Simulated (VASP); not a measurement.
# CsSnBr3: single point with BLYP

CsSnBr3:

```xyz
5
Lattice="5.8390 0.0000 0.0000 0.0000 5.8390 0.0000 0.0000 0.0000 5.8390" Properties=species:S:1:pos:R:3 pbc="T T T"
Cs    0.0000    0.0000    0.0000
Sn    2.9195    2.9195    2.9195
Br    2.9195    0.0000    2.9195
Br    2.9195    2.9195    0.0000
Br    0.0000    2.9195    2.9195
```

```yaml
Program: VASP 6.6.1
Task: single point
Functional: BLYP
Potentials_or_basis: VASP PAW PBE potentials, release 64 (Cs_sv, Sn_d, Br)
Cutoff: 500 eV
k_mesh: 4 × 4 × 4
Occupations: gaussian, width 0.01 eV
Spin: no spin polarisation
```

| Quantity | Value |
| --- | --- |
| Pressure | 2.2 GPa |
| Band gap on the k mesh | 0.63 eV |

Levels at points of the mesh, in eV from the valence-band top:
```tsv
k point	band 19	band 20	band 21	band 22	band 23	band 24	band 25	band 26
(0.00, 0.00, 0.00)	-2.90	-2.77	-2.77	-2.77	2.35	3.37	3.37	4.07
(0.50, 0.00, 0.00)	-3.03	-2.89	-2.89	-1.92	1.58	3.76	4.41	4.42
(0.50, 0.50, 0.00)	-3.15	-3.15	-2.42	-0.94	1.14	1.14	4.02	4.44
(0.50, 0.50, 0.50)	-2.41	-2.41	-2.41	0.00	0.63	0.63	0.63	3.81
```

It took 2.8 min on 1 thread of Intel Xeon 8259CL, with other jobs on the host, peak memory 0.34 GiB.

Caveat: the PAW data sets were made with another functional, which shifts forces and pressure a little; spin-orbit coupling is left out, which moves the levels of the heavy elements. A k mesh can miss the band edges.
